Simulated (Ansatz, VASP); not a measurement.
**Two plane-wave programs on Ta3N**

```xyz
4
Lattice="5.3770 0.0000 0.0000 -2.6885 4.6566 0.0000 0.0000 0.0000 2.8367" Properties=species:S:1:pos:R:3 pbc="T T T"
Ta    3.4481    0.0000    1.4184
Ta   -1.7241    2.9862    1.4184
Ta    0.9644    1.6705    1.4184
N     0.0000    0.0000    1.4184
```

Alike in both runs: task single point; functional PBE; k mesh 6 × 6 × 6; occupations gaussian, width 0.1 eV; collinear spin.

|  | VASP | Ansatz |
| --- | --- | --- |
| version | VASP 6.6.1 | Ansatz 0.2.0 |
| potentials or method | VASP PAW PBE potentials, release 64 (Ta_pv, N), cutoff 520 eV | scalar-relativistic, plane waves, PAW |
| valence electrons in the cell | 38 | 44 |

```csv
,VASP,Ansatz,Ansatz less VASP
gap on the k mesh at the Fermi level (eV),none,none,-
pressure (GPa),0.6,0.2,-0.36
"traceless stress, the component that is largest in VASP (GPa)",-0.35,-0.03,+0.321
rms of the force components (eV/Å),0.051,0.007,-0.0445
net moment per atom (μB),0.00,0.00,0.000
```

Atom by atom the forces differ by 0.044 eV/Å (rms over components). A gap of «none» marks a metal or a gap that the smearing closes. With one functional, cell and mesh, what is left measures potentials, basis and numerics. VASP's potentials hold 38 valence electrons a cell and Ansatz's 44, so a difference there can come from the potentials and not from the codes. Ansatz's warnings: seeded moment not kept.

The k mesh is coarse, so the values compare programs but aren't converged. Neither program's run includes spin-orbit coupling.
